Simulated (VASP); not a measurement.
# Ta12HCN13 in VASP: single point with PBE+D3(BJ)

Aim: the single point of Ta12HCN13 with PBE+D3(BJ).

Program: VASP 6.6.1. These are calculated values, not measurements. Logs are shortened: lines on timing, memory, paths and dates and some standing lists are left out, and cuts for length are marked.

### 1 The cell of the first run

The cell holds a slab with vacuum, 27 atoms: a = 6.201 Å, b = 6.201 Å, c = 24.601 Å, α = 90.00°, β = 90.00°, γ = 90.00°.

### 2 Single point, PBE+D3(BJ)

INCAR

```
SYSTEM = Ta12HCN13
  PREC = Accurate
  ENCUT = 520
  EDIFF = 1E-6
  ISMEAR = 0
  SIGMA = 0.1
  LREAL = Auto
  LASPH = .True.
  NELM = 80
  ALGO = Normal
  ISIF = 2
  LWAVE = .False.
  LCHARG = .True.
  LDIPOL = .True.
  IDIPOL = 3
  DIPOL = 0.5 0.5 0.440
  GGA = PE
  IVDW = 12
  LELF = .True.
  LVHAR = .True.
  LVACPOTAV = .True.
  NBANDS = 120
```

KPOINTS

```
regular mesh
0
Gamma
  3 3 1
  0 0 0
```

POSCAR

```
Ta12HCN13
1.0
    6.2014901195      0.0000000000      0.0000000000
    0.0000000000      6.2014901195      0.0000000000
    0.0000000000      0.0000000000     24.6007157170
Ta N C H
12 13 1 1
Direct
    0.5000000000      0.5000000000      0.3251937908
    0.5000000000      0.0000000000      0.3251937908
    0.0000000000      0.5000000000      0.3251937908
    0.0000000000      0.0000000000      0.3251937908
    0.7500000000      0.7250056399      0.4137967753
    0.7500000000      0.2749943601      0.4137967753
    0.2500000000      0.7762999938      0.4141027212
    0.2500000000      0.2237000062      0.4141027212
    0.0049878765      0.0000000000      0.4971339124
   -0.0095768702      0.5000000000      0.4965982189
    0.4950121235      0.0000000000      0.4971339124
    0.5095768702      0.5000000000      0.4965982189
    0.2500000000      0.2500000000      0.3251937908
    0.2500000000      0.7500000000      0.3251937908
    0.7500000000      0.2500000000      0.3251937908
    0.7500000000      0.7500000000      0.3251937908
    0.4674932695      0.5000000000      0.4113269017
    0.5316421038      0.0000000000      0.4118000353
    0.0325067305      0.5000000000      0.4113269017
   -0.0316421038      0.0000000000      0.4118000353
    0.7500000000      0.7519712479      0.5109192390
    0.7500000000      0.2480287521      0.5109192390
    0.2500000000      0.7475222918      0.5100750442
    0.2500000000      0.2524777082      0.5100750442
    0.2500000000      0.5000000000      0.6971458114
    0.2500000000      0.5000000000      0.6500657200
    0.2500000000      0.5000000000      0.6062384232
```

Potentials or basis: VASP PAW PBE potentials, release 64 (Ta_pv, N, C, H).

The run is started by

```sh
$ cat potpaw_PBE.64/Ta_pv/POTCAR potpaw_PBE.64/N/POTCAR potpaw_PBE.64/C/POTCAR potpaw_PBE.64/H/POTCAR > POTCAR
$ mpirun -np 1 vasp_std > vasp.out
```

OUTCAR:

```text
SYSTEM = Ta12HCN13
   PREC = Accurate
   ENCUT = 520
   EDIFF = 1E-6
   ISMEAR = 0
   LREAL = Auto
   LASPH = .True.
   NELM = 80
   ISIF = 2
   GGA = PE
   IVDW = 12
 IVDW          = 12

 ion  position               nearest neighbor table
   1  0.500  0.500  0.325-  17 2.13  14 2.19  15 2.19  16 2.19  13 2.19   6 3.02   5 3.02   3 3.10
                             2 3.10   2 3.10   3 3.10   8 3.18   7 3.18
   2  0.500  0.000  0.325-  18 2.14  14 2.19  15 2.19  16 2.19  13 2.19   8 3.02   7 3.02   4 3.10
                             1 3.10   1 3.10   4 3.10   6 3.17   5 3.17
   3  0.000  0.500  0.325-  19 2.13  14 2.19  15 2.19  16 2.19  13 2.19   6 3.02   5 3.02   4 3.10
                             1 3.10   4 3.10   1 3.10   8 3.18   7 3.18
   4  0.000  0.000  0.325-  20 2.14  14 2.19  15 2.19  16 2.19  13 2.19   8 3.02   7 3.02   3 3.10
                             2 3.10   3 3.10   2 3.10   6 3.17   5 3.17
   5  0.750  0.725  0.414-  18 2.18  20 2.18  16 2.19  19 2.24  17 2.24  21 2.40   6 2.79  10 2.88
                            12 2.88   3 3.02   1 3.02  11 3.10   9 3.10   7 3.12   7 3.12   4 3.17
   6  0.750  0.275  0.414-  18 2.18  20 2.18  15 2.19  19 2.24  17 2.24  22 2.40   5 2.79  10 2.88
                            12 2.88   3 3.02   1 3.02  11 3.10   9 3.10   8 3.12   8 3.12   4 3.17
   7  0.250  0.776  0.414-  17 2.18  19 2.18  14 2.19  18 2.23  20 2.23  23 2.37   8 2.77   9 2.90
                            11 2.90   4 3.02   2 3.02  10 3.11  12 3.11   5 3.12   5 3.12   1 3.18
   8  0.250  0.224  0.414-  17 2.18  19 2.18  13 2.19  18 2.23  20 2.23  24 2.37   7 2.77   9 2.90
                            11 2.90   4 3.02   2 3.02  10 3.11  12 3.11   6 3.12   6 3.12   1 3.18
   9  0.005  0.000  0.497-  20 2.11  23 2.20  24 2.20  21 2.23  22 2.23   8 2.90   7 2.90  11 3.04
[... 4 lines left out ...]
                             5 3.10   6 3.10  12 3.10  12 3.10   9 3.16
  12  0.510  0.500  0.497-  17 2.11  21 2.19  22 2.19  23 2.25  24 2.25   6 2.88   5 2.88  10 2.98
                            11 3.10  11 3.10   7 3.11   8 3.11  10 3.22
  13  0.250  0.250  0.325-   1 2.19   2 2.19   3 2.19   4 2.19   8 2.19
  14  0.250  0.750  0.325-   1 2.19   2 2.19   3 2.19   4 2.19   7 2.19
  15  0.750  0.250  0.325-   6 2.19   2 2.19   3 2.19   4 2.19   1 2.19
  16  0.750  0.750  0.325-   5 2.19   2 2.19   3 2.19   4 2.19   1 2.19
  17  0.467  0.500  0.411-  12 2.11   1 2.13   8 2.18   7 2.18   6 2.24   5 2.24
  18  0.532  0.000  0.412-  11 2.11   2 2.14   6 2.18   5 2.18   8 2.23   7 2.23
  19  0.033  0.500  0.411-  10 2.11   3 2.13   8 2.18   7 2.18   6 2.24   5 2.24
  20  0.968  0.000  0.412-   9 2.11   4 2.14   6 2.18   5 2.18   8 2.23   7 2.23
  21  0.750  0.752  0.511-  10 2.19  12 2.19  11 2.23   9 2.23   5 2.40
  22  0.750  0.248  0.511-  10 2.19  12 2.19  11 2.23   9 2.23   6 2.40
  23  0.250  0.748  0.510-   9 2.20  11 2.20  10 2.25  12 2.25   7 2.37
  24  0.250  0.252  0.510-   9 2.20  11 2.20  10 2.25  12 2.25   8 2.37
  25  0.250  0.500  0.697-  26 1.16
  26  0.250  0.500  0.650-  27 1.08  25 1.16
  27  0.250  0.500  0.606-  26 1.08

  LATTYP: Found a simple tetragonal cell.
 ALAT       =     6.2014901195
 C/A-ratio  =     3.9669039607

  Lattice vectors:

 A1 = (   6.2014901195,   0.0000000000,   0.0000000000)
 A2 = (   0.0000000000,   6.2014901195,   0.0000000000)
 A3 = (   0.0000000000,   0.0000000000,  24.6007157170)

Analysis of symmetry for initial positions (statically):
=====================================================================
 Subroutine PRICEL returns:
 Original cell was already a primitive cell.

 Routine SETGRP: Setting up the symmetry group for a
 simple tetragonal supercell.

 Subroutine GETGRP returns: Found  4 space group operations
 (whereof  2 operations were pure point group operations)
 out of a pool of 16 trial point group operations.

The static configuration has the point symmetry C_1h.
 The point group associated with its full space group is C_2v.

Analysis of symmetry for dynamics (positions and initial velocities):
=====================================================================
 Subroutine PRICEL returns:
 Original cell was already a primitive cell.

 Routine SETGRP: Setting up the symmetry group for a
 simple tetragonal supercell.

 Subroutine GETGRP returns: Found  4 space group operations
 (whereof  2 operations were pure point group operations)
 out of a pool of 16 trial point group operations.

The dynamic configuration has the point symmetry C_1h.
 The point group associated with its full space group is C_2v.

 Subroutine INISYM returns: Found  4 space group operations
 (whereof  2 operations are pure point group operations),
 and found     1 'primitive' translations

----------------------------------------------------------------------------------------

                                     Primitive cell

  volume of cell :     946.1061

  direct lattice vectors                    reciprocal lattice vectors
     6.201490119  0.000000000  0.000000000     0.161251567  0.000000000  0.000000000
     0.000000000  6.201490119  0.000000000     0.000000000  0.161251567  0.000000000
     0.000000000  0.000000000 24.600715717     0.000000000  0.000000000  0.040649224

  length of vectors
     6.201490119  6.201490119 24.600715717     0.161251567  0.161251567  0.040649224

  position of ions in fractional coordinates (direct lattice)
     0.500000000  0.500000000  0.325193791
     0.500000000  0.000000000  0.325193791
     0.000000000  0.500000000  0.325193791
     0.000000000  0.000000000  0.325193791
     0.750000000  0.725005640  0.413796775
     0.750000000  0.274994360  0.413796775
[... 19 lines left out ...]
     0.250000000  0.500000000  0.650065720
     0.250000000  0.500000000  0.606238423

  ion indices of the primitive-cell ions
   primitive index   ion index
                 1           1
                 2           2
                 3           3
                 4           4
                 5           5
                 6           6
[... 19 lines left out ...]
                26          26
                27          27

----------------------------------------------------------------------------------------

 KPOINTS: regular mesh

Automatic generation of k-mesh.
 Grid dimensions read from file:
 generate k-points for:    3    3    1

 Generating k-lattice:

  Cartesian coordinates                     Fractional coordinates (reciprocal lattice)
     0.053750522  0.000000000  0.000000000     0.333333333  0.000000000  0.000000000
     0.000000000  0.053750522  0.000000000     0.000000000  0.333333333  0.000000000
     0.000000000  0.000000000  0.040649224     0.000000000  0.000000000  1.000000000

  Length of vectors
     0.053750522  0.053750522  0.040649224

  Shift w.r.t. Gamma in fractional coordinates (k-lattice)
     0.000000000  0.000000000  0.000000000

 Subroutine IBZKPT returns following result:
 ===========================================

 Found      4 irreducible k-points:

 Following reciprocal coordinates:
            Coordinates               Weight
  0.000000  0.000000  0.000000      1.000000
  0.333333  0.000000  0.000000      2.000000
  0.000000  0.333333  0.000000      2.000000
  0.333333  0.333333  0.000000      4.000000
   k-points           NKPTS =      4   k-points in BZ     NKDIM =      4   number of bands    NBANDS=    120
   number of dos      NEDOS =    301   number of ions     NIONS =     27
   total plane-waves  NPLWV = 442368
   dimension x,y,z NGX =    48 NGY =   48 NGZ =  192
   dimension x,y,z NGXF=    96 NGYF=   96 NGZF=  384
   ions per type =              12  13   1   1
   NGX,Y,Z   is equivalent  to a cutoff of  12.87, 12.87, 12.97 a.u.
   NGXF,Y,Z  is equivalent  to a cutoff of  25.74, 25.74, 25.95 a.u.
 SYSTEM =  Ta12HCN13
   PREC   = accura    normal or accurate (medium, high low for compatibility)
   ISTART =      0    job   : 0-new  1-cont  2-samecut
   ICHARG =      2    charge: 1-file 2-atom 10-const
   ISPIN  =      1    spin polarized calculation?
   LNONCOLLINEAR =      F non collinear calculations
   LSORBIT =      F    spin-orbit coupling
   LASPH  =      T    aspherical Exc in radial PAW
   ENCUT  =  520.0 eV  38.22 Ry    6.18 a.u.  11.53 11.53 45.74*2*pi/ulx,y,z
   NELM   =     80;   NELMIN=  2; NELMDL= -5     # of ELM steps
   EDIFF  = 0.1E-05   stopping-criterion for ELM
   LREAL  =      T    real-space projection
   EDIFFG = 0.1E-04   stopping-criterion for IOM
   NSW    =      0    number of steps for IOM
   IBRION =     -1    ionic relax: 0-MD 1-quasi-New 2-CG
   NFREE  =      0    steps in history (QN), initial steepest desc. (CG)
   ISIF   =      2    stress and relaxation
   ISYM   =      2    0-nonsym 1-usesym 2-fastsym
   POTIM  = 0.5000    time-step for ionic-motion
   TEBEG  =    0.0;   TEEND  =   0.0 temperature during run
   PSTRESS=    0.0 pullay stress
   NELECT =     202.0000    total number of electrons
   NUPDOWN=      -1.0000    fix difference up-down
   EMIN   =  10.00;   EMAX   =-10.00  energy-range for DOS
   EFERMI =   0.00;   METHOD = LEGACY
   ISMEAR =     0;   SIGMA  =   0.10  broadening in eV -4-tet -1-fermi 0-gaus
   EFERMI_NEDOS =   21; number of points for ismear=-14 and -15
   IALGO  =     38    algorithm
   IMIX   =      4    mixing-type and parameters
     AMIX     =   0.40;   BMIX     =  1.00
     AMIX_MAG =   1.60;   BMIX_MAG =  1.00
  volume/ion in A,a.u.               =      35.04       236.47
  Fermi-wavevector in a.u.,A,eV,Ry     =   0.978465  1.849031 13.026135  0.957394
  Thomas-Fermi vector in A             =   2.109243
   LORBIT       =      0    0 simple, 1 ext, 2 COOP (PROOUT), +10 PAW based schemes
   GGA     = PE    functional components
   LHFCALC =     F    Hartree Fock is set to
   AEXX    =    0.0000 exact exchange contribution
   IVDW    =    12    specifies the selected vdW correction
   LEPSILON=     F    determine dielectric tensor
   LRPA    =     F    only Hartree local field effects (RPA)
 non-spin polarized calculation
 Gauss-broadening in eV      SIGMA  =   0.10
  energy-cutoff  :      520.00
  volume of cell :      946.11
 maximum number of plane-waves:     25535
 NGX is ok and might be reduce to    48
   NGX = 23   NGY = 23   NGZ = 91

 dipolmoment           0.000000      0.000000     -2.057783 electrons x Angstroem

 number of electron     202.0000020 magnetization

 dipolmoment           0.000000      0.000000      0.441626 electrons x Angstroem

 Free energy of the ion-electron system (eV)
  ---------------------------------------------------
  ext. energy  EPLUGINS =         0.00000000
  ---------------------------------------------------
  free energy    TOTEN  =      -275.61077609 eV

  energy without entropy =     -275.56274295  energy(sigma->0) =     -275.58675952

 E-fermi :  -0.6124     XC(G=0):  -4.8773

 val. band max:       -0.6211750331   @ k =   0.0000   0.0000   0.0000
 cond. band min:      -0.4297944719   @ k =   0.3333   0.0000   0.0000
 fundamental gap:      0.1913805612
 Fermi energy:        -0.6124207165

 k-point     1 :       0.0000    0.0000    0.0000
  band No.  band energies     occupation
      1     -36.9666      2.00000
      2     -36.9584      2.00000
      3     -36.8657      2.00000
      4     -36.8594      2.00000
      5     -36.8593      2.00000
      6     -36.8546      2.00000
[... 453 lines left out ...]
    112       0.7978      0.00000
    113       0.8717      0.00000
 [bands above 113 left out]

------------------------ aborting loop because EDIFF is reached ----------------------------------------

 Edisp (eV)   -7.60469

 E8    (eV) :    -3.6122

  FORCE on cell =-STRESS in cart. coord.  units (eV):
  Direction    XX          YY          ZZ          XY          YZ          ZX
  --------------------------------------------------------------------------------------
  -------------------------------------------------------------------------------------
  Total     -22.64468   -30.44571     1.20861     0.00000     0.00000     0.00000
  in kB     -38.34748   -51.55809     2.04672     0.00000     0.00000     0.00000
  external pressure =      -29.29 kB  Pullay stress =        0.00 kB

 VOLUME and BASIS-vectors are now :
 -----------------------------------------------------------------------------
  energy-cutoff  :      520.00
  volume of cell :      946.11
      direct lattice vectors                 reciprocal lattice vectors
     6.201490119  0.000000000  0.000000000     0.161251567  0.000000000  0.000000000
     0.000000000  6.201490119  0.000000000     0.000000000  0.161251567  0.000000000
     0.000000000  0.000000000 24.600715717     0.000000000  0.000000000  0.040649224

 POSITION                                       TOTAL-FORCE (eV/Angst)
 -----------------------------------------------------------------------------------
      3.10075      3.10075      8.00000         0.411672      0.000000      1.304180
      3.10075      0.00000      8.00000        -0.377219      0.000000      1.265922
      0.00000      3.10075      8.00000        -0.411672      0.000000      1.304180
      0.00000      0.00000      8.00000         0.377219      0.000000      1.265922
      4.65112      4.49612     10.17970        -0.000000     -0.049096      0.028783
      4.65112      1.70537     10.17970        -0.000000      0.049096      0.028783
[... 19 lines left out ...]
      1.55037      3.10075     15.99208         0.000000      0.000000     -0.443381
      1.55037      3.10075     14.91390         0.000000      0.000000      0.025530
 -----------------------------------------------------------------------------------
    total drift:                                0.000000      0.000000     -0.000147

  FREE ENERGIE OF THE ION-ELECTRON SYSTEM (eV)
  ---------------------------------------------------
  free  energy   TOTEN  =      -283.2154638161 eV

  energy  without entropy=     -283.1674306785  energy(sigma->0) =     -283.19144725

 vacuum level on the upper side and lower side of the slab         5.283         3.206
```

Wall time 14 min (1 thread of Intel Xeon Platinum 8559C (Emerald Rapids), shared host); peak memory 1.1 GiB.

Results:

```
Free energy                : -283.2155 eV
Largest force              : 1.368 eV/Å
Band gap on the k mesh     : zero (bands 101 and 102 overlap by 0.42 eV)
Dispersion energy per atom : -0.282 eV
```

Forces on the atoms (eV/Å):
```
Ta   0.412  0.000  1.304
Ta  -0.377  0.000  1.266
Ta  -0.412  0.000  1.304
Ta   0.377  0.000  1.266
Ta   0.000 -0.049  0.029
Ta   0.000  0.049  0.029
Ta   0.000  0.040 -0.013
Ta   0.000 -0.040 -0.013
Ta   0.026  0.000  0.037
Ta   0.023  0.000  0.058
Ta  -0.026  0.000  0.037
Ta  -0.023  0.000  0.058
N    0.000 -0.007 -1.336
N    0.000  0.007 -1.336
N    0.000 -0.011 -1.343
N    0.000  0.011 -1.343
N    0.001  0.000  0.003
N    0.020  0.000 -0.030
N   -0.001  0.000  0.003
N   -0.020  0.000 -0.030
N    0.000  0.011 -0.006
N    0.000 -0.011 -0.006
N    0.000 -0.018  0.027
N    0.000  0.018  0.027
N    0.000  0.000  0.425
C    0.000  0.000 -0.443
H    0.000  0.000  0.026
```

Levels at points of the mesh, in eV from the Fermi level:
| k point | band 98 | band 99 | band 100 | band 101 | band 102 | band 103 | band 104 | band 105 |
| --- | --- | --- | --- | --- | --- | --- | --- | --- |
| (0.00, 0.00, 0.00) | -0.45 | -0.29 | -0.13 | -0.01 | 0.73 | 0.74 | 0.76 | 0.89 |

Caveat: spin-orbit coupling is left out, which moves the levels of the heavy elements.
